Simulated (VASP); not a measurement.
# InAsH3 in VASP: a series of runs

InAsH3 is run at these levels: PBE; tasks: single point.

All numbers are computed with VASP 6.6.1; they aren't measurements. Logs are shortened: lines on timing, memory, paths and dates and some standing lists are left out, and cuts for length are marked.

### 1 The cell of the first run

The cell holds a wire or tube with vacuum around it, 10 atoms: a = 14.000 Å, b = 15.800 Å, c = 4.374 Å, α = 90.00°, β = 90.00°, γ = 90.00°.

### 2 Single point, PBE

The input, INCAR:

```
SYSTEM = InAsH3
PREC     = Accurate       ! precision mode
ENCUT    = 520            ! plane-wave cutoff, eV
EDIFF    = 1E-6           ! SCF threshold, eV
ISMEAR   = 0              ! smearing method
SIGMA    = 0.05           ! smearing width, eV
LREAL    = .FALSE.        ! projectors in reciprocal space
LASPH    = .TRUE.         ! aspherical terms in the spheres
NELM     = 100            ! most SCF steps
ALGO     = Normal         ! electronic algorithm
ISIF     = 2              ! what is computed and relaxed
LWAVE    = .FALSE.        ! write WAVECAR
LCHARG   = .TRUE.         ! write CHGCAR
GGA      = PE             ! functional
LELF     = .TRUE.         ! ELF
LVHAR    = .TRUE.       
NBANDS   = 32             ! bands
```

The input, KPOINTS:

```
Automatic mesh
0
G
  1 1 12
  0 0 0
```

The input, POSCAR:

```
InAsH3
1.0
   14.0000000000      0.0000000000      0.0000000000
    0.0000000000     15.8000000000      0.0000000000
    0.0000000000      0.0000000000      4.3743937318
In As H
2 2 6
Direct
    0.5781141738      0.5529619872      0.0000000000
    0.4218858262      0.3571921472      0.5000000000
    0.5781141738      0.6508469072      0.5000000000
    0.4218858262      0.4550770672      0.0000000000
    0.6795930346      0.4893803753      0.0000000000
    0.4894659736      0.7063894647      0.5000000000
    0.6667623740      0.7063894647      0.5000000000
    0.5233646870      0.2936105353      0.5000000000
    0.3204069654      0.2936105353      0.5000000000
    0.3332376260      0.5106196247      0.0000000000
```

Potentials or basis: VASP PAW PBE potentials, release 64 (In_d, As, H).

Command:

```
> cat potpaw_PBE.64/In_d/POTCAR potpaw_PBE.64/As/POTCAR potpaw_PBE.64/H/POTCAR > POTCAR
> mpirun -np 1 vasp_std > vasp.out
```

OUTCAR:

```text
SYSTEM = InAsH3
   PREC = Accurate
   ENCUT = 520
   EDIFF = 1E-6
   ISMEAR = 0
   LREAL = .FALSE.
   LASPH = .TRUE.
   NELM = 100
   ISIF = 2
   GGA = PE

 ion  position               nearest neighbor table
   1  0.578  0.553  0.000-   5 1.74   3 2.68   3 2.68   4 2.68
   2  0.422  0.357  0.500-   8 1.74   9 1.74   4 2.68   4 2.68
   3  0.578  0.651  0.500-   7 1.52   6 1.52   1 2.68   1 2.68
   4  0.422  0.455  0.000-  10 1.52   2 2.68   2 2.68   1 2.68
   5  0.680  0.489  0.000-   1 1.74
   6  0.489  0.706  0.500-   3 1.52
   7  0.667  0.706  0.500-   3 1.52
   8  0.523  0.294  0.500-   2 1.74
   9  0.320  0.294  0.500-   2 1.74
  10  0.333  0.511  0.000-   4 1.52

  LATTYP: Found a simple orthorhombic cell.
 ALAT       =     4.3743937318
 B/A-ratio  =     3.2004435033
 C/A-ratio  =     3.6119290966

  Lattice vectors:

 A1 = (   0.0000000000,   0.0000000000,   4.3743937318)
 A2 = (  14.0000000000,   0.0000000000,   0.0000000000)
 A3 = (   0.0000000000,  15.8000000000,   0.0000000000)

Analysis of symmetry for initial positions (statically):
=====================================================================
 Subroutine PRICEL returns:
 Original cell was already a primitive cell.

 Routine SETGRP: Setting up the symmetry group for a
 simple orthorhombic supercell.

 Subroutine GETGRP returns: Found  2 space group operations
 (whereof  2 operations were pure point group operations)
 out of a pool of  8 trial point group operations.

The static configuration has the point symmetry C_1h.

Analysis of symmetry for dynamics (positions and initial velocities):
=====================================================================
 Subroutine PRICEL returns:
 Original cell was already a primitive cell.

 Routine SETGRP: Setting up the symmetry group for a
 simple orthorhombic supercell.

 Subroutine GETGRP returns: Found  2 space group operations
 (whereof  2 operations were pure point group operations)
 out of a pool of  8 trial point group operations.

The dynamic configuration has the point symmetry C_1h.

 Subroutine INISYM returns: Found  2 space group operations
 (whereof  2 operations are pure point group operations),
 and found     1 'primitive' translations

----------------------------------------------------------------------------------------

                                     Primitive cell

  volume of cell :     967.6159

  direct lattice vectors                    reciprocal lattice vectors
    14.000000000  0.000000000  0.000000000     0.071428571  0.000000000  0.000000000
     0.000000000 15.800000000  0.000000000     0.000000000  0.063291139  0.000000000
     0.000000000  0.000000000  4.374393732     0.000000000  0.000000000  0.228603107

  length of vectors
    14.000000000 15.800000000  4.374393732     0.071428571  0.063291139  0.228603107

  position of ions in fractional coordinates (direct lattice)
     0.578114174  0.552961987  0.000000000
     0.421885826  0.357192147  0.500000000
     0.578114174  0.650846907  0.500000000
     0.421885826  0.455077067  0.000000000
     0.679593035  0.489380375  0.000000000
     0.489465974  0.706389465  0.500000000
     0.666762374  0.706389465  0.500000000
     0.523364687  0.293610535  0.500000000
     0.320406965  0.293610535  0.500000000
     0.333237626  0.510619625  0.000000000

  ion indices of the primitive-cell ions
   primitive index   ion index
                 1           1
                 2           2
                 3           3
                 4           4
                 5           5
                 6           6
                 7           7
                 8           8
                 9           9
                10          10

----------------------------------------------------------------------------------------

 KPOINTS: Automatic mesh

Automatic generation of k-mesh.
 Grid dimensions read from file:
 generate k-points for:    1    1   12

 Generating k-lattice:

  Cartesian coordinates                     Fractional coordinates (reciprocal lattice)
     0.071428571  0.000000000  0.000000000     1.000000000  0.000000000  0.000000000
     0.000000000  0.063291139  0.000000000     0.000000000  1.000000000  0.000000000
     0.000000000  0.000000000  0.019050259     0.000000000  0.000000000  0.083333333

  Length of vectors
     0.071428571  0.063291139  0.019050259

  Shift w.r.t. Gamma in fractional coordinates (k-lattice)
     0.000000000  0.000000000  0.000000000

 Subroutine IBZKPT returns following result:
 ===========================================

 Found      7 irreducible k-points:

 Following reciprocal coordinates:
            Coordinates               Weight
  0.000000  0.000000  0.000000      1.000000
  0.000000  0.000000  0.083333      2.000000
  0.000000  0.000000  0.166667      2.000000
  0.000000  0.000000  0.250000      2.000000
  0.000000  0.000000  0.333333      2.000000
  0.000000  0.000000  0.416667      2.000000
  0.000000  0.000000  0.500000      1.000000
   k-points           NKPTS =      7   k-points in BZ     NKDIM =      7   number of bands    NBANDS=     32
   number of dos      NEDOS =    301   number of ions     NIONS =     10
   total plane-waves  NPLWV = 466560
   dimension x,y,z NGX =   108 NGY =  120 NGZ =   36
   dimension x,y,z NGXF=   216 NGYF=  240 NGZF=   72
   ions per type =               2   2   6
   NGX,Y,Z   is equivalent  to a cutoff of  12.82, 12.63, 13.68 a.u.
   NGXF,Y,Z  is equivalent  to a cutoff of  25.65, 25.25, 27.36 a.u.
 SYSTEM =  InAsH3
   PREC   = accura    normal or accurate (medium, high low for compatibility)
   ISTART =      0    job   : 0-new  1-cont  2-samecut
   ICHARG =      2    charge: 1-file 2-atom 10-const
   ISPIN  =      1    spin polarized calculation?
   LNONCOLLINEAR =      F non collinear calculations
   LSORBIT =      F    spin-orbit coupling
   LASPH  =      T    aspherical Exc in radial PAW
   ENCUT  =  520.0 eV  38.22 Ry    6.18 a.u.  26.03 29.38  8.13*2*pi/ulx,y,z
   NELM   =    100;   NELMIN=  2; NELMDL= -5     # of ELM steps
   EDIFF  = 0.1E-05   stopping-criterion for ELM
   LREAL  =      F    real-space projection
   EDIFFG = 0.1E-04   stopping-criterion for IOM
   NSW    =      0    number of steps for IOM
   IBRION =     -1    ionic relax: 0-MD 1-quasi-New 2-CG
   NFREE  =      0    steps in history (QN), initial steepest desc. (CG)
   ISIF   =      2    stress and relaxation
   ISYM   =      2    0-nonsym 1-usesym 2-fastsym
   POTIM  = 0.5000    time-step for ionic-motion
   TEBEG  =    0.0;   TEEND  =   0.0 temperature during run
   PSTRESS=    0.0 pullay stress
   NELECT =      42.0000    total number of electrons
   NUPDOWN=      -1.0000    fix difference up-down
   EMIN   =  10.00;   EMAX   =-10.00  energy-range for DOS
   EFERMI =   0.00;   METHOD = LEGACY
   ISMEAR =     0;   SIGMA  =   0.05  broadening in eV -4-tet -1-fermi 0-gaus
   EFERMI_NEDOS =   21; number of points for ismear=-14 and -15
   IALGO  =     38    algorithm
   IMIX   =      4    mixing-type and parameters
     AMIX     =   0.40;   BMIX     =  1.00
     AMIX_MAG =   1.60;   BMIX_MAG =  1.00
  volume/ion in A,a.u.               =      96.76       652.98
  Fermi-wavevector in a.u.,A,eV,Ry     =   0.575339  1.087233  4.503728  0.331015
  Thomas-Fermi vector in A             =   1.617393
   LORBIT       =      0    0 simple, 1 ext, 2 COOP (PROOUT), +10 PAW based schemes
   GGA     = PE    functional components
   LHFCALC =     F    Hartree Fock is set to
   AEXX    =    0.0000 exact exchange contribution
   IVDW    =     0    specifies the selected vdW correction
   LEPSILON=     F    determine dielectric tensor
   LRPA    =     F    only Hartree local field effects (RPA)
 non-spin polarized calculation
 Gauss-broadening in eV      SIGMA  =   0.05
  energy-cutoff  :      520.00
  volume of cell :      967.62
 maximum number of plane-waves:     26100
 NGX is ok and might be reduce to   108
   NGX = 53   NGY = 59   NGZ = 17

 number of electron      41.9999990 magnetization

 Free energy of the ion-electron system (eV)
  ---------------------------------------------------
  ext. energy  EPLUGINS =         0.00000000
  ---------------------------------------------------
  free energy    TOTEN  =       -32.95420391 eV

  energy without entropy =      -32.95420391  energy(sigma->0) =      -32.95420391

 E-fermi :  -4.0093     XC(G=0):  -2.0909

 val. band max:       -4.2908194211   @ k =   0.0000   0.0000   0.0000
 cond. band min:      -2.1672890725   @ k =   0.0000   0.0000   0.0000
 fundamental gap:      2.1235303486
 Fermi energy:        -4.0092516983

 k-point     1 :       0.0000    0.0000    0.0000
  band No.  band energies     occupation
      1     -18.2365      2.00000
      2     -18.1482      2.00000
      3     -18.1323      2.00000
      4     -18.0125      2.00000
      5     -18.0051      2.00000
      6     -17.1102      2.00000
[... 24 lines left out ...]
     31       1.1431      0.00000
     32       1.5706      0.00000

 k-point     2 :       0.0000    0.0000    0.0833
  band No.  band energies     occupation
      1     -18.2365      2.00000
      2     -18.1506      2.00000
      3     -18.1321      2.00000
      4     -18.0139      2.00000
      5     -18.0040      2.00000
      6     -17.1083      2.00000
[... 24 lines left out ...]
     31       1.1490      0.00000
     32       1.7008      0.00000

 k-point     3 :       0.0000    0.0000    0.1667
  band No.  band energies     occupation
      1     -18.2386      2.00000
      2     -18.1543      2.00000
      3     -18.1316      2.00000
      4     -18.0171      2.00000
      5     -18.0017      2.00000
      6     -17.1045      2.00000
[... 24 lines left out ...]
     31       1.2400      0.00000
     32       1.5991      0.00000

 k-point     4 :       0.0000    0.0000    0.2500
  band No.  band energies     occupation
      1     -18.2462      2.00000
      2     -18.1538      2.00000
      3     -18.1310      2.00000
      4     -18.0211      2.00000
      5     -17.9993      2.00000
      6     -17.1028      2.00000
[... 24 lines left out ...]
     31       1.4092      0.00000
     32       1.7381      0.00000

 k-point     5 :       0.0000    0.0000    0.3333
  band No.  band energies     occupation
      1     -18.2576      2.00000
      2     -18.1485      2.00000
      3     -18.1304      2.00000
      4     -18.0249      2.00000
      5     -17.9973      2.00000
      6     -17.1060      2.00000
[... 24 lines left out ...]
     31       1.6538      0.00000
     32       1.8873      0.00000

 k-point     6 :       0.0000    0.0000    0.4167
  band No.  band energies     occupation
      1     -18.2673      2.00000
      2     -18.1429      2.00000
      3     -18.1300      2.00000
      4     -18.0277      2.00000
      5     -17.9960      2.00000
      6     -17.1112      2.00000
[... 24 lines left out ...]
     31       1.9597      0.00000
     32       2.0672      0.00000

 k-point     7 :       0.0000    0.0000    0.5000
  band No.  band energies     occupation
      1     -18.2710      2.00000
      2     -18.1405      2.00000
      3     -18.1298      2.00000
      4     -18.0287      2.00000
      5     -17.9956      2.00000
      6     -17.1135      2.00000
[... 24 lines left out ...]
     31       2.1318      0.00000
     32       2.1546      0.00000

------------------------ aborting loop because EDIFF is reached ----------------------------------------

  FORCE on cell =-STRESS in cart. coord.  units (eV):
  Direction    XX          YY          ZZ          XY          YZ          ZX
  --------------------------------------------------------------------------------------
  -------------------------------------------------------------------------------------
  Total       -0.7143516     -0.0123097      1.1995551     -0.2602493      0.0000000      0.0000000
  in kB       -1.1828226     -0.0203824      1.9862220     -0.4309206      0.0000000      0.0000000
  external PRESSURE =       0.2610056 kB  Pullay stress =       0.0000000 kB

 VOLUME and BASIS-vectors are now :
 -----------------------------------------------------------------------------
  energy-cutoff  :      520.00
  volume of cell :      967.62
      direct lattice vectors                 reciprocal lattice vectors
    14.000000000  0.000000000  0.000000000     0.071428571  0.000000000  0.000000000
     0.000000000 15.800000000  0.000000000     0.000000000  0.063291139  0.000000000
     0.000000000  0.000000000  4.374393732     0.000000000  0.000000000  0.228603107

 POSITION                                       TOTAL-FORCE (eV/Angst)
 -----------------------------------------------------------------------------------
      8.09360      8.73680      0.00000        -0.317556     -0.486469      0.000000
      5.90640      5.64364      2.18720        -0.133549     -0.553838      0.000000
      8.09360     10.28338      2.18720        -0.055961     -0.660030      0.000000
      5.90640      7.19022      0.00000         0.455457      0.196216      0.000000
      9.51430      7.73221      0.00000         0.020526      0.164348      0.000000
      6.85252     11.16095      2.18720         0.315328      0.353485      0.000000
      9.33467     11.16095      2.18720        -0.266967      0.411153      0.000000
      7.32711      4.63905      2.18720         0.244359      0.249186      0.000000
      4.48570      4.63905      2.18720        -0.245395      0.196633      0.000000
      4.66533      8.06779      0.00000        -0.016241      0.129317      0.000000
 -----------------------------------------------------------------------------------
    total drift:                               -0.000094      0.002929     -0.000002

  FREE ENERGIE OF THE ION-ELECTRON SYSTEM (eV)
  ---------------------------------------------------
  free  energy   TOTEN  =       -32.9542039087 eV

  energy  without entropy=      -32.9542039087  energy(sigma->0) =      -32.95420391
```

Run time: 7.5 min. Hardware: 1 thread of Intel Xeon 6975P-C (Granite Rapids), shared host; peak memory 0.98 GiB.

Results:

* Free energy: -32.9542 eV
* Largest force: 0.662 eV/Å
* Band gap on the k mesh: 2.12 eV

Forces in eV/Å, atoms in the order of the input:
```
In  -0.318 -0.486  0.000
In  -0.134 -0.554  0.000
As  -0.056 -0.660  0.000
As   0.455  0.196  0.000
H    0.021  0.164  0.000
H    0.315  0.353  0.000
H   -0.267  0.411  0.000
H    0.244  0.249  0.000
H   -0.245  0.197  0.000
H   -0.016  0.129  0.000
```

Caveat: spin-orbit coupling is left out, which moves the levels of the heavy elements.

(Continued in part 2 of 2.)
